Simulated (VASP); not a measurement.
# P (Fm-3m) in VASP: notebook

P is run at these levels: PBE; tasks: single point.

Everything below comes from runs of VASP 6.6.1. Logs are shortened: lines on timing, memory, paths and dates and some standing lists are left out, and cuts for length are marked.

## (1) The cell of the first run

It takes space group Fm-3m (No. 225, cubic). Conventional cell: a = 2.856 Å, b = 2.856 Å, c = 2.856 Å, α = 90.00°, β = 90.00°, γ = 90.00°. Within 2.7 Å of P (site symmetry m-3m) lie 12 P at 2.02 Å.

This isn't the form of P at room conditions, which is orthorhombic.

## (2) Single point, PBE (5.82 Å³/atom)

INCAR reads:

```
PREC     = Accurate       # precision mode
ENCUT    = 520            # plane-wave cutoff, eV
EDIFF    = 1E-7           # SCF threshold, eV
ISMEAR   = -1             # smearing method
SIGMA    = 0.1            # smearing width, eV
LREAL    = F              # projectors in reciprocal space
LASPH    = T              # aspherical terms in the spheres
NELM     = 100            # most SCF steps
ALGO     = Normal         # electronic algorithm
ISIF     = 2              # what is computed and relaxed
LWAVE    = F              # write WAVECAR
LCHARG   = F              # write CHGCAR
GGA      = PE             # functional
NBANDS   = 8              # bands
```

KPOINTS reads:

```
Automatic mesh
0
Gamma
  18 18 18
```

POSCAR reads:

```
P
1.0
    0.0000000000      1.4277922849      1.4277922849
    1.4277922849      0.0000000000      1.4277922849
    1.4277922849      1.4277922849      0.0000000000
P
1
Direct
    0.0000000000      0.0000000000      0.0000000000
```

Potentials or basis: VASP PAW PBE potentials, release 64 (P).

Launch:

```console
cat potpaw_PBE.64/P/POTCAR > POTCAR
mpirun -np 1 vasp_std > vasp.out
```

OUTCAR:

```text
PREC = Accurate
   ENCUT = 520
   EDIFF = 1E-7
   ISMEAR = -1
   LREAL = F
   LASPH = T
   NELM = 100
   ISIF = 2
   GGA = PE

 ion  position               nearest neighbor table
   1  0.000  0.000  0.000-

  LATTYP: Found a face centered cubic cell.
 ALAT       =     2.8555845698

  Lattice vectors:

 A1 = (   0.0000000000,   1.4277922849,   1.4277922849)
 A2 = (   1.4277922849,   0.0000000000,   1.4277922849)
 A3 = (   1.4277922849,   1.4277922849,   0.0000000000)

Analysis of symmetry for initial positions (statically):
=====================================================================
 Subroutine PRICEL returns:
 Original cell was already a primitive cell.

 Routine SETGRP: Setting up the symmetry group for a
 face centered cubic supercell.

 Subroutine GETGRP returns: Found 48 space group operations
 (whereof 48 operations were pure point group operations)
 out of a pool of 48 trial point group operations.

The static configuration has the point symmetry O_h .

Analysis of symmetry for dynamics (positions and initial velocities):
=====================================================================
 Subroutine PRICEL returns:
 Original cell was already a primitive cell.

 Routine SETGRP: Setting up the symmetry group for a
 face centered cubic supercell.

 Subroutine GETGRP returns: Found 48 space group operations
 (whereof 48 operations were pure point group operations)
 out of a pool of 48 trial point group operations.

The dynamic configuration has the point symmetry O_h .

 Subroutine INISYM returns: Found 48 space group operations
 (whereof 48 operations are pure point group operations),
 and found     1 'primitive' translations

----------------------------------------------------------------------------------------

                                     Primitive cell

  volume of cell :       5.8214

  direct lattice vectors                    reciprocal lattice vectors
     0.000000000  1.427792285  1.427792285    -0.350190994  0.350190994  0.350190994
     1.427792285  0.000000000  1.427792285     0.350190994 -0.350190994  0.350190994
     1.427792285  1.427792285  0.000000000     0.350190994  0.350190994 -0.350190994

  length of vectors
     2.019203214  2.019203214  2.019203214     0.606548595  0.606548595  0.606548595

  position of ions in fractional coordinates (direct lattice)
     0.000000000  0.000000000  0.000000000

  ion indices of the primitive-cell ions
   primitive index   ion index
                 1           1

----------------------------------------------------------------------------------------

 KPOINTS: Automatic mesh

Automatic generation of k-mesh.
 Grid dimensions read from file:
 generate k-points for:   18   18   18

 Generating k-lattice:

  Cartesian coordinates                     Fractional coordinates (reciprocal lattice)
    -0.019455055  0.019455055  0.019455055     0.055555556  0.000000000  0.000000000
     0.019455055 -0.019455055  0.019455055     0.000000000  0.055555556  0.000000000
     0.019455055  0.019455055 -0.019455055     0.000000000  0.000000000  0.055555556

  Length of vectors
     0.033697144  0.033697144  0.033697144

  Shift w.r.t. Gamma in fractional coordinates (k-lattice)
     0.000000000  0.000000000  0.000000000

 Subroutine IBZKPT returns following result:
 ===========================================

 Found    195 irreducible k-points:

 Following reciprocal coordinates:
            Coordinates               Weight
  0.000000  0.000000  0.000000      1.000000
  0.055556  0.000000  0.000000      8.000000
  0.111111  0.000000  0.000000      8.000000
  0.166667  0.000000  0.000000      8.000000
  0.222222  0.000000  0.000000      8.000000
  0.277778  0.000000  0.000000      8.000000
[... 16 lines left out ...]
 -0.277778  0.055556  0.000000     24.000000
 -0.222222  0.055556  0.000000     24.000000
 [... further k-points ...]
   k-points           NKPTS =    195   k-points in BZ     NKDIM =    195   number of bands    NBANDS=      8
   number of dos      NEDOS =    301   number of ions     NIONS =      1
   total plane-waves  NPLWV =   4096
   dimension x,y,z NGX =    16 NGY =   16 NGZ =   16
   dimension x,y,z NGXF=    32 NGYF=   32 NGZF=   32
   ions per type =               1
   NGX,Y,Z   is equivalent  to a cutoff of  13.17, 13.17, 13.17 a.u.
   NGXF,Y,Z  is equivalent  to a cutoff of  26.35, 26.35, 26.35 a.u.
 SYSTEM =  unknown system
   PREC   = accura    normal or accurate (medium, high low for compatibility)
   ISTART =      0    job   : 0-new  1-cont  2-samecut
   ICHARG =      2    charge: 1-file 2-atom 10-const
   ISPIN  =      1    spin polarized calculation?
   LNONCOLLINEAR =      F non collinear calculations
   LSORBIT =      F    spin-orbit coupling
   LASPH  =      T    aspherical Exc in radial PAW
   ENCUT  =  520.0 eV  38.22 Ry    6.18 a.u.   3.75  3.75  3.75*2*pi/ulx,y,z
   NELM   =    100;   NELMIN=  2; NELMDL= -5     # of ELM steps
   EDIFF  = 0.1E-06   stopping-criterion for ELM
   LREAL  =      F    real-space projection
   EDIFFG = 0.1E-05   stopping-criterion for IOM
   NSW    =      0    number of steps for IOM
   IBRION =     -1    ionic relax: 0-MD 1-quasi-New 2-CG
   NFREE  =      0    steps in history (QN), initial steepest desc. (CG)
   ISIF   =      2    stress and relaxation
   ISYM   =      2    0-nonsym 1-usesym 2-fastsym
   POTIM  = 0.5000    time-step for ionic-motion
   TEBEG  =    0.0;   TEEND  =   0.0 temperature during run
   PSTRESS=    0.0 pullay stress
   NELECT =       5.0000    total number of electrons
   NUPDOWN=      -1.0000    fix difference up-down
   EMIN   =  10.00;   EMAX   =-10.00  energy-range for DOS
   EFERMI =   0.00;   METHOD = LEGACY
   ISMEAR =    -1;   SIGMA  =   0.10  broadening in eV -4-tet -1-fermi 0-gaus
   EFERMI_NEDOS =   21; number of points for ismear=-14 and -15
   IALGO  =     38    algorithm
   IMIX   =      4    mixing-type and parameters
     AMIX     =   0.40;   BMIX     =  1.00
     AMIX_MAG =   1.60;   BMIX_MAG =  1.00
  volume/ion in A,a.u.               =       5.82        39.28
  Fermi-wavevector in a.u.,A,eV,Ry     =   1.556168  2.940731 32.948667  2.421659
  Thomas-Fermi vector in A             =   2.660003
   LORBIT       =      0    0 simple, 1 ext, 2 COOP (PROOUT), +10 PAW based schemes
   GGA     = PE    functional components
   LHFCALC =     F    Hartree Fock is set to
   AEXX    =    0.0000 exact exchange contribution
   IVDW    =     0    specifies the selected vdW correction
   LEPSILON=     F    determine dielectric tensor
   LRPA    =     F    only Hartree local field effects (RPA)
 non-spin polarized calculation
  energy-cutoff  :      520.00
  volume of cell :        5.82
 maximum number of plane-waves:       169
   NGX =  7   NGY =  7   NGZ =  7

 number of electron       5.0000000 magnetization

 Free energy of the ion-electron system (eV)
  ---------------------------------------------------
  ext. energy  EPLUGINS =         0.00000000
  ---------------------------------------------------
  free energy    TOTEN  =         1.75577080 eV

  energy without entropy =        1.76610358  energy(sigma->0) =        1.76093719

 E-fermi :  28.5921     XC(G=0): -15.8413

 val. band max:       28.5607298011   @ k =  -0.2222   0.3889   0.1667
 cond. band min:      28.6050565815   @ k =   0.4444   0.2778   0.1111
 fundamental gap:      0.0443267804
 Fermi energy:        28.5920502074

 k-point     1 :       0.0000    0.0000    0.0000
  band No.  band energies     occupation
      1      -1.1986      2.00000
      2      42.3113      0.00000
      3      42.3113      0.00000
      4      42.3113      0.00000
      5      48.7825      0.00000
      6      48.7825      0.00000
      7      48.7825      0.00000
      8      51.0979      0.00000

 k-point     2 :       0.0556    0.0000    0.0000
  band No.  band energies     occupation
      1      -1.0384      2.00000
      2      40.0976      0.00000
      3      42.0801      0.00000
      4      42.0801      0.00000
      5      49.2773      0.00000
      6      49.2781      0.00000
      7      49.2781      0.00000
      8      52.8290      0.00000

 k-point     3 :       0.1111    0.0000    0.0000
  band No.  band energies     occupation
      1      -0.5586      2.00000
      2      36.1789      0.00000
      3      41.5538      0.00000
      4      41.5538      0.00000
      5      49.2018      0.00000
      6      50.5917      0.00000
      7      50.5917      0.00000
      8      53.1615      0.00000

 k-point     4 :       0.1667    0.0000    0.0000
  band No.  band energies     occupation
      1       0.2375      2.00000
      2      32.0855      0.00000
      3      40.9837      0.00000
      4      40.9837      0.00000
      5      48.8841      0.00000
      6      51.0007      0.00000
      7      51.0007      0.00000
      8      52.5179      0.00000

 k-point     5 :       0.2222    0.0000    0.0000
  band No.  band energies     occupation
      1       1.3447      2.00000
      2      28.0994      1.98560
      3      40.5096      0.00000
      4      40.5096      0.00000
      5      48.5647      0.00000
      6      48.9654      0.00000
      7      48.9654      0.00000
      8      54.8013      0.00000
[... 177 lines left out ...]
 k-point    22 :      -0.3333    0.0556    0.0000
  band No.  band energies     occupation
      1       5.2279      2.00000
      2      19.7126      2.00000
      3      37.1098      0.00000
      4      41.4665      0.00000
      5      43.8446      0.00000
      6      45.9307      0.00000
      7      49.6261      0.00000
      8      55.3956      0.00000

 k-point    23 :      -0.2778    0.0556    0.0000
  band No.  band energies     occupation
      1       3.4302      2.00000
      2      23.1887      2.00000
      3      37.1802      0.00000
      4      42.0599      0.00000
      5      44.7818      0.00000
      6      47.4401      0.00000
      7      49.5740      0.00000
      8      56.4159      0.00000

 k-point    24 :      -0.2222    0.0556    0.0000
  band No.  band energies     occupation
      1       1.9213      2.00000
      2      26.8907      2.00000
      3      37.4852      0.00000
      4      42.4315      0.00000
      5      46.3736      0.00000
      6      49.0159      0.00000
      7      49.8587      0.00000
      8      53.7545      0.00000

 [... further k-points ...]

------------------------ aborting loop because EDIFF is reached ----------------------------------------

  FORCE on cell =-STRESS in cart. coord.  units (eV):
  Direction    XX          YY          ZZ          XY          YZ          ZX
  --------------------------------------------------------------------------------------
  -------------------------------------------------------------------------------------
  Total       17.9606331     17.9606331     17.9606331      0.0000000     -0.0000000     -0.0000000
  in kB     4943.1880783   4943.1880783   4943.1880783      0.0000000     -0.0000000     -0.0000000
  external PRESSURE =    4943.1880783 kB  Pullay stress =       0.0000000 kB

 VOLUME and BASIS-vectors are now :
 -----------------------------------------------------------------------------
  energy-cutoff  :      520.00
  volume of cell :        5.82
      direct lattice vectors                 reciprocal lattice vectors
     0.000000000  1.427792285  1.427792285    -0.350190994  0.350190994  0.350190994
     1.427792285  0.000000000  1.427792285     0.350190994 -0.350190994  0.350190994
     1.427792285  1.427792285  0.000000000     0.350190994  0.350190994 -0.350190994

 POSITION                                       TOTAL-FORCE (eV/Angst)
 -----------------------------------------------------------------------------------
      0.00000      0.00000      0.00000        -0.000000     -0.000000     -0.000000
 -----------------------------------------------------------------------------------
    total drift:                                0.000000      0.000000     -0.000000

  FREE ENERGIE OF THE ION-ELECTRON SYSTEM (eV)
  ---------------------------------------------------
  free  energy   TOTEN  =         1.7557708016 eV

  energy  without entropy=        1.7661035821  energy(sigma->0) =        1.76093719
```

It took 4.5 s on 1 thread of AMD EPYC 9R45 (Zen 5), shared host; peak memory 0.08 GiB.

Results:

- Free energy: 1.7558 eV
- Pressure: 494.3 GPa
- Band gap on the k mesh: zero (an odd number of electrons rules out a gap without spin polarisation)

Levels at points of the mesh, in eV from the Fermi level:
```csv
k point,band 1,band 2,band 3,band 4,band 5,band 6
"(0.00, 0.00, 0.00)",-29.79,13.72,13.72,13.72,20.19,20.19
"(0.50, 0.00, 0.00)",-18.18,-16.22,11.62,11.62,14.53,14.53
"(0.50, 0.50, 0.00)",-14.82,-11.30,-0.59,2.42,2.42,12.33
```

Caveat: the cell stands under pressure.

## (3) Single point, PBE (5.82 Å³/atom)

INCAR reads:

```
SYSTEM = P
ALGO     = Normal         ! electronic algorithm
EDIFF    = 1E-6           ! SCF threshold, eV
ENCUT    = 520            ! plane-wave cutoff, eV
GGA      = PE             ! functional
ISIF     = 2              ! what is computed and relaxed
ISMEAR   = -1             ! smearing method
LASPH    = .TRUE.         ! aspherical terms in the spheres
LCHARG   = .FALSE.        ! write CHGCAR
LREAL    = .FALSE.        ! projectors in reciprocal space
LWAVE    = .FALSE.        ! write WAVECAR
NBANDS   = 8              ! bands
NELM     = 60             ! most SCF steps
PREC     = Accurate       ! precision mode
SIGMA    = 0.1            ! smearing width, eV
```

KPOINTS reads:

```
k-points
0
G
  18 18 18
  0 0 0
```

POSCAR is that of step 2.

Potentials or basis: VASP PAW PBE potentials, release 64 (P).

Launch:

```console
cat potpaw_PBE.64/P/POTCAR > POTCAR
mpirun -np 1 vasp_std > vasp.out
```

Run time: 4.2 s. Hardware: 1 thread of AMD EPYC 9R45 (Zen 5), shared host; peak memory 0.08 GiB.

The run converged. Its results:

* Free energy: 1.7558 eV
* Pressure: 494.3 GPa
* Band gap on the k mesh: zero (an odd number of electrons rules out a gap without spin polarisation)

Levels at points of the mesh, in eV from the Fermi level:
```tsv
k point	band 1	band 2	band 3	band 4	band 5
(0.00, 0.00, 0.00)	-29.79	13.72	13.72	13.72	20.19
(0.50, 0.00, 0.00)	-18.18	-16.22	11.62	11.62	14.53
(0.50, 0.50, 0.00)	-14.82	-11.30	-0.59	2.42	2.42
```

Caveat: the cell stands under pressure.
